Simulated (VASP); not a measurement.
# La2O3 (P-3m1) in VASP: single point with PBE

Aim: the single point of La2O3 with PBE.

Program: VASP 6.6.1. These are calculated values, not measurements. Logs are shortened: lines on timing, memory, paths and dates and some standing lists are left out, and cuts for length are marked.

## 1. The cell of the first run

It takes space group P-3m1 (No. 164, trigonal). Conventional cell: a = 3.931 Å, b = 3.931 Å, c = 6.112 Å, α = 90.00°, β = 90.00°, γ = 120.00°. Within 3.1 Å of La (site symmetry 3m) lie 7 O at 2.36 to 2.72 Å. O (site symmetry 3m) has 4 La at 2.36 to 2.44 Å and 3 O at 2.89 Å within 3.1 Å. Within 3.6 Å of O (site symmetry -3m) lie 6 La at 2.72 Å and 6 O at 3.14 Å.

## 2. Single point, PBE

File INCAR:

```
PREC = Accurate
ENCUT = 520
EDIFF = 1E-6
ISMEAR = 0
SIGMA = 0.01
LREAL = F
LASPH = T
NELM = 80
ALGO = Normal
ISIF = 2
LWAVE = F
LCHARG = T
GGA = PE
LELF = T
LVHAR = T
NBANDS = 28
```

File KPOINTS:

```
regular mesh
0
Gamma
  6 6 4
```

File POSCAR:

```
La2O3
1.0
    3.9307780000      0.0000000000      0.0000000000
   -1.9653890000      3.4041530000      0.0000000000
    0.0000000000      0.0000000000      6.1119540000
La O
2 3
Direct
    0.6666666667      0.3333333333      0.7537640000
    0.3333333333      0.6666666667      0.2462360000
    0.6666666667      0.3333333333      0.3541090000
    0.3333333333      0.6666666667      0.6458910000
    0.0000000000      0.0000000000      0.0000000000
```

Potentials or basis: VASP PAW PBE potentials, release 64 (La, O).

Run with:

```console
> cat potpaw_PBE.64/La/POTCAR potpaw_PBE.64/O/POTCAR > POTCAR
> mpirun -np 1 vasp_std > vasp.out
```

OUTCAR:

```text
PREC = Accurate
   ENCUT = 520
   EDIFF = 1E-6
   ISMEAR = 0
   LREAL = F
   LASPH = T
   NELM = 80
   ISIF = 2
   GGA = PE

 ion  position               nearest neighbor table
   1  0.667  0.333  0.754-   4 2.36   4 2.36   4 2.36   3 2.44   5 2.72   5 2.72   5 2.72
   2  0.333  0.667  0.246-   3 2.36   3 2.36   3 2.36   4 2.44   5 2.72   5 2.72   5 2.72
   3  0.667  0.333  0.354-   2 2.36   2 2.36   2 2.36   1 2.44
   4  0.333  0.667  0.646-   1 2.36   1 2.36   1 2.36   2 2.44
   5  0.000  0.000  0.000-   2 2.72   1 2.72   2 2.72   1 2.72   1 2.72   2 2.72

  LATTYP: Found a hexagonal cell.
 ALAT       =     3.9307780000
 C/A-ratio  =     1.5548967660

  Lattice vectors:

 A1 = (   3.9307780000,   0.0000000000,   0.0000000000)
 A2 = (  -1.9653890000,   3.4041530000,   0.0000000000)
 A3 = (   0.0000000000,   0.0000000000,   6.1119540000)

Analysis of symmetry for initial positions (statically):
=====================================================================
 Subroutine PRICEL returns:
 Original cell was already a primitive cell.

 Routine SETGRP: Setting up the symmetry group for a
 hexagonal supercell.

 Subroutine GETGRP returns: Found 12 space group operations
 (whereof 12 operations were pure point group operations)
 out of a pool of 24 trial point group operations.

The static configuration has the point symmetry D_3d.

Analysis of symmetry for dynamics (positions and initial velocities):
=====================================================================
 Subroutine PRICEL returns:
 Original cell was already a primitive cell.

 Routine SETGRP: Setting up the symmetry group for a
 hexagonal supercell.

 Subroutine GETGRP returns: Found 12 space group operations
 (whereof 12 operations were pure point group operations)
 out of a pool of 24 trial point group operations.

The dynamic configuration has the point symmetry D_3d.

 Subroutine INISYM returns: Found 12 space group operations
 (whereof 12 operations are pure point group operations),
 and found     1 'primitive' translations

----------------------------------------------------------------------------------------

                                     Primitive cell

  volume of cell :      81.7839

  direct lattice vectors                    reciprocal lattice vectors
     3.930778000  0.000000000  0.000000000     0.254402564  0.146879415  0.000000000
    -1.965389000  3.404153000  0.000000000     0.000000000  0.293758829  0.000000000
     0.000000000  0.000000000  6.111954000     0.000000000  0.000000000  0.163613797

  length of vectors
     3.930778000  3.930777476  6.111954000     0.293758790  0.293758829  0.163613797

  position of ions in fractional coordinates (direct lattice)
     0.666666667  0.333333333  0.753764000
     0.333333333  0.666666667  0.246236000
     0.666666667  0.333333333  0.354109000
     0.333333333  0.666666667  0.645891000
     0.000000000  0.000000000  0.000000000

  ion indices of the primitive-cell ions
   primitive index   ion index
                 1           1
                 2           2
                 3           3
                 4           4
                 5           5

----------------------------------------------------------------------------------------

 KPOINTS: regular mesh

Automatic generation of k-mesh.
 Grid dimensions read from file:
 generate k-points for:    6    6    4

 Generating k-lattice:

  Cartesian coordinates                     Fractional coordinates (reciprocal lattice)
     0.042400427  0.024479902  0.000000000     0.166666667  0.000000000  0.000000000
     0.000000000  0.048959805  0.000000000     0.000000000  0.166666667  0.000000000
     0.000000000  0.000000000  0.040903449     0.000000000  0.000000000  0.250000000

  Length of vectors
     0.048959798  0.048959805  0.040903449

  Shift w.r.t. Gamma in fractional coordinates (k-lattice)
     0.000000000  0.000000000  0.000000000

 Subroutine IBZKPT returns following result:
 ===========================================

 Found     24 irreducible k-points:

 Following reciprocal coordinates:
            Coordinates               Weight
  0.000000  0.000000  0.000000      1.000000
  0.166667 -0.000000  0.000000      6.000000
  0.333333 -0.000000  0.000000      6.000000
  0.500000  0.000000  0.000000      3.000000
  0.166667  0.166667  0.000000      6.000000
  0.333333  0.166667  0.000000     12.000000
[... 16 lines left out ...]
  0.333333  0.166667  0.500000     12.000000
  0.333333  0.333333  0.500000      2.000000
   k-points           NKPTS =     24   k-points in BZ     NKDIM =     24   number of bands    NBANDS=     28
   number of dos      NEDOS =    301   number of ions     NIONS =      5
   total plane-waves  NPLWV =  43200
   dimension x,y,z NGX =    30 NGY =   30 NGZ =   48
   dimension x,y,z NGXF=    60 NGYF=   60 NGZF=   96
   ions per type =               2   3
   NGX,Y,Z   is equivalent  to a cutoff of  12.69, 12.69, 13.06 a.u.
   NGXF,Y,Z  is equivalent  to a cutoff of  25.38, 25.38, 26.11 a.u.
 SYSTEM =  unknown system
   PREC   = accura    normal or accurate (medium, high low for compatibility)
   ISTART =      0    job   : 0-new  1-cont  2-samecut
   ICHARG =      2    charge: 1-file 2-atom 10-const
   ISPIN  =      1    spin polarized calculation?
   LNONCOLLINEAR =      F non collinear calculations
   LSORBIT =      F    spin-orbit coupling
   LASPH  =      T    aspherical Exc in radial PAW
   ENCUT  =  520.0 eV  38.22 Ry    6.18 a.u.   7.31  7.31 11.36*2*pi/ulx,y,z
   NELM   =     80;   NELMIN=  2; NELMDL= -5     # of ELM steps
   EDIFF  = 0.1E-05   stopping-criterion for ELM
   LREAL  =      F    real-space projection
   EDIFFG = 0.1E-04   stopping-criterion for IOM
   NSW    =      0    number of steps for IOM
   IBRION =     -1    ionic relax: 0-MD 1-quasi-New 2-CG
   NFREE  =      0    steps in history (QN), initial steepest desc. (CG)
   ISIF   =      2    stress and relaxation
   ISYM   =      2    0-nonsym 1-usesym 2-fastsym
   POTIM  = 0.5000    time-step for ionic-motion
   TEBEG  =    0.0;   TEEND  =   0.0 temperature during run
   PSTRESS=    0.0 pullay stress
   NELECT =      40.0000    total number of electrons
   NUPDOWN=      -1.0000    fix difference up-down
   EMIN   =  10.00;   EMAX   =-10.00  energy-range for DOS
   EFERMI =   0.00;   METHOD = LEGACY
   ISMEAR =     0;   SIGMA  =   0.01  broadening in eV -4-tet -1-fermi 0-gaus
   EFERMI_NEDOS =   21; number of points for ismear=-14 and -15
   IALGO  =     38    algorithm
   IMIX   =      4    mixing-type and parameters
     AMIX     =   0.40;   BMIX     =  1.00
     AMIX_MAG =   1.60;   BMIX_MAG =  1.00
  volume/ion in A,a.u.               =      16.36       110.38
  Fermi-wavevector in a.u.,A,eV,Ry     =   1.289849  2.437462 22.636162  1.663711
  Thomas-Fermi vector in A             =   2.421717
   LORBIT       =      0    0 simple, 1 ext, 2 COOP (PROOUT), +10 PAW based schemes
   GGA     = PE    functional components
   LHFCALC =     F    Hartree Fock is set to
   AEXX    =    0.0000 exact exchange contribution
   IVDW    =     0    specifies the selected vdW correction
   LEPSILON=     F    determine dielectric tensor
   LRPA    =     F    only Hartree local field effects (RPA)
 non-spin polarized calculation
 Gauss-broadening in eV      SIGMA  =   0.01
  energy-cutoff  :      520.00
  volume of cell :       81.78
 maximum number of plane-waves:      2225
 NGX is ok and might be reduce to    30
   NGX = 15   NGY = 15   NGZ = 23

 number of electron      39.9999992 magnetization

 Free energy of the ion-electron system (eV)
  ---------------------------------------------------
  ext. energy  EPLUGINS =         0.00000000
  ---------------------------------------------------
  free energy    TOTEN  =       -41.81743771 eV

  energy without entropy =      -41.81743771  energy(sigma->0) =      -41.81743771

 E-fermi :   6.0246     XC(G=0): -10.4725

 val. band max:        5.9812184558   @ k =   0.5000   0.0000   0.5000
 cond. band min:       9.8400858766   @ k =   0.5000   0.0000   0.0000
 fundamental gap:      3.8588674208
 Fermi energy:         6.0246208467

 k-point     1 :       0.0000    0.0000    0.0000
  band No.  band energies     occupation
      1     -23.8433      2.00000
      2     -23.5994      2.00000
      3     -10.9633      2.00000
      4      -9.7102      2.00000
      5      -9.2613      2.00000
      6      -7.3094      2.00000
[... 20 lines left out ...]
     27      11.3557      0.00000
     28      11.5942      0.00000

 k-point     2 :       0.1667   -0.0000    0.0000
  band No.  band energies     occupation
      1     -23.7972      2.00000
      2     -23.5811      2.00000
      3     -10.9733      2.00000
      4     -10.1721      2.00000
      5      -9.5627      2.00000
      6      -7.4130      2.00000
[... 20 lines left out ...]
     27      11.4753      0.00000
     28      11.5563      0.00000

 k-point     3 :       0.3333   -0.0000    0.0000
  band No.  band energies     occupation
      1     -23.6942      2.00000
      2     -23.5527      2.00000
      3     -11.1595      2.00000
      4     -10.8988      2.00000
      5      -9.6039      2.00000
      6      -7.5937      2.00000
[... 20 lines left out ...]
     27      11.4253      0.00000
     28      11.4328      0.00000

 k-point     4 :       0.5000    0.0000    0.0000
  band No.  band energies     occupation
      1     -23.6292      2.00000
      2     -23.5506      2.00000
      3     -11.2695      2.00000
      4     -11.2468      2.00000
      5      -9.3993      2.00000
      6      -7.9275      2.00000
[... 578 lines left out ...]
     27      11.3749      0.00000
     28      11.4830      0.00000

 k-point    23 :       0.3333    0.1667    0.5000
  band No.  band energies     occupation
      1     -23.5955      2.00000
      2     -23.5839      2.00000
      3     -11.3911      2.00000
      4     -11.1886      2.00000
      5      -9.5069      2.00000
      6      -7.6990      2.00000
[... 20 lines left out ...]
     27      11.3800      0.00000
     28      11.3962      0.00000

 k-point    24 :       0.3333    0.3333    0.5000
  band No.  band energies     occupation
      1     -23.5725      2.00000
      2     -23.5725      2.00000
      3     -11.3382      2.00000
      4     -11.3382      2.00000
      5      -9.7610      2.00000
      6      -7.8997      2.00000
[... 20 lines left out ...]
     27      11.3661      0.00000
     28      11.3973      0.00000

------------------------ aborting loop because EDIFF is reached ----------------------------------------

  FORCE on cell =-STRESS in cart. coord.  units (eV):
  Direction    XX          YY          ZZ          XY          YZ          ZX
  --------------------------------------------------------------------------------------
  -------------------------------------------------------------------------------------
  Total        0.7643326      0.7643324      0.9318864      0.0000000      0.0000000      0.0000000
  in kB       14.9735685     14.9735632     18.2560106      0.0000000      0.0000000      0.0000000
  external PRESSURE =      16.0677141 kB  Pullay stress =       0.0000000 kB

 VOLUME and BASIS-vectors are now :
 -----------------------------------------------------------------------------
  energy-cutoff  :      520.00
  volume of cell :       81.78
      direct lattice vectors                 reciprocal lattice vectors
     3.930778000  0.000000000  0.000000000     0.254402564  0.146879415  0.000000000
    -1.965389000  3.404153000  0.000000000     0.000000000  0.293758829  0.000000000
     0.000000000  0.000000000  6.111954000     0.000000000  0.000000000  0.163613797

 POSITION                                       TOTAL-FORCE (eV/Angst)
 -----------------------------------------------------------------------------------
      1.96539      1.13472      4.60697         0.000000      0.000000      0.003005
     -0.00000      2.26944      1.50498        -0.000000     -0.000000     -0.003005
      1.96539      1.13472      2.16430        -0.000000      0.000000     -0.011508
     -0.00000      2.26944      3.94766         0.000000     -0.000000      0.011508
      0.00000      0.00000      0.00000        -0.000000      0.000000      0.000000
 -----------------------------------------------------------------------------------
    total drift:                               -0.000000      0.000000      0.000000

  FREE ENERGIE OF THE ION-ELECTRON SYSTEM (eV)
  ---------------------------------------------------
  free  energy   TOTEN  =       -41.8174377078 eV

  energy  without entropy=      -41.8174377078  energy(sigma->0) =      -41.81743771
```

Run time: 66 s. Hardware: 1 thread of Intel Xeon 6975P-C, shared host; peak memory 0.23 GiB.

What came out:

```
Free energy            : -41.8174 eV
Pressure               : 1.6 GPa
Largest force          : 0.012 eV/Å
Band gap on the k mesh : 3.86 eV, indirect (least direct gap 3.98 eV)
```

Forces on the atoms (eV/Å):
```
La   0.000  0.000  0.003
La   0.000  0.000 -0.003
O    0.000  0.000 -0.012
O    0.000  0.000  0.012
O    0.000  0.000  0.000
```

Caveat: spin-orbit coupling is left out, which moves the levels of the heavy elements. As with any semilocal functional, this PBE gap is likely too small.
